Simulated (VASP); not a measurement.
Runs of VASP 6.6.1 on SbAs2. The structure is that of space group Fm-3m (No. 225), or close to it. The cells are those of the table. 

```tsv
task	cell	k mesh	cutoff (eV)	gap on the mesh (eV)	pressure (GPa)	relaxed volume (Å³/atom)
single point	a = 4.582 Å, angles 60.0°, 3 atoms	6 × 6 × 6	520	none	11.2	-
relaxation of cell and atoms	relaxed from a = 4.805 Å, angles 60.0°, 3 atoms	12 × 12 × 12	600	none	0.0	26.04
single point	a = 4.798 Å, angles 60.0°, 3 atoms	12 × 12 × 12	520	none	0.0	-
single point	a = 4.805 Å, angles 60.0°, 3 atoms	4 × 4 × 4	520	none	0.0	-
relaxation of cell and atoms	relaxed from a = 4.582 Å, angles 60.0°, 3 atoms	4 × 4 × 4	600	none	0.0	(a)
```

Alike in all rows: level PBE; potentials or basis VASP PAW PBE potentials, release 64 (Sb, As); no spin polarisation; smearing gaussian 0.1 eV.

Fill in the values left out.

(a) 26.13.

Caveats: some runs use coarse meshes; spin-orbit coupling is left out, which moves the levels of the heavy elements; the volume moved by over 15 % at a fixed basis, so the end points are rough (some runs).

A k mesh can miss the band edges, and the runs leave out spin-orbit coupling on As, Sb.

A gap of «none» marks levels without a gap at the run's occupations.
